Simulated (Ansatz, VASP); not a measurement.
# One calculation of Na4N, two programs

```
CELL_PARAMETERS angstrom
-3.02265 3.02265 3.02265
3.02265 -3.02265 3.02265
3.02265 3.02265 -3.02265
ATOMIC_POSITIONS crystal
Na 0.50000 0.50000 0.50000
Na 0.50000 0.00000 0.00000
Na 0.00000 0.00000 0.50000
Na 0.00000 0.50000 0.00000
N 0.00000 0.00000 0.00000
```

Change from the starting cell: species swapped into the Hg4Pt type (Im-3m, No. 229).

Alike in both runs: functional PBE; k mesh 10 × 10 × 10; occupations gaussian, width 0.1 eV; no spin polarisation.

Ansatz relaxed the structure, and its values are those at the end. VASP's run is a single point on that final structure, the one shown.

```csv
,VASP,Ansatz
version,VASP 6.6.1,Ansatz 0.2.0
potentials or method,"VASP PAW PBE potentials, release 64 (Na_pv, N), cutoff 520 eV","scalar-relativistic, plane waves, PAW"
valence electrons in the cell,33,41
```

|  | VASP | Ansatz | Ansatz less VASP |
| --- | --- | --- | --- |
| gap on the k mesh at the Fermi level (eV) | none | none | - |
| pressure (GPa) | 0.0 | 0.0 | -0.02 |

A gap of «none» marks a metal or a gap that the smearing closes. VASP's potentials hold 33 valence electrons a cell and Ansatz's 41, so a difference there can come from the potentials and not from the codes.
